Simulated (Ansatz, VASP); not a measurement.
# TiAl3 in VASP and in Ansatz

```
CELL_PARAMETERS angstrom
2.83968 0.00000 0.00000
0.00000 4.68126 0.00000
0.00000 0.00000 4.90074
ATOMIC_POSITIONS crystal
Ti 0.00000 0.50000 0.16592
Al 0.50000 0.50000 0.66727
Al 0.50000 0.00000 0.33091
Al 0.00000 0.00000 0.83590
```

Alike in both runs: task single point; functional PBEsol; k mesh 14 × 10 × 10; occupations gaussian, width 0.1 eV; no spin polarisation.

|  | VASP | Ansatz |
| --- | --- | --- |
| version | VASP 6.6.1 | Ansatz 0.2.0 |
| potentials or method | VASP PAW PBE potentials, release 64 (Ti_sv, Al), cutoff 520 eV | scalar-relativistic, plane waves, PAW |
| valence electrons in the cell | 21 | 21 |

|  | VASP | Ansatz | Ansatz less VASP |
| --- | --- | --- | --- |
| gap on the k mesh at the Fermi level (eV) | none | none | - |
| pressure (GPa) | -2.4 | -2.4 | -0.07 |
| traceless stress, the component that is largest in VASP (GPa) | -1.34 | -1.33 | +0.007 |
| rms of the force components (eV/Å) | 0.019 | 0.019 | +0.0004 |

VASP's potentials were made for PBE, not for PBEsol. Atom by atom the forces differ by 0.001 eV/Å (rms over components). A gap of «none» marks a metal or a gap that the smearing closes.
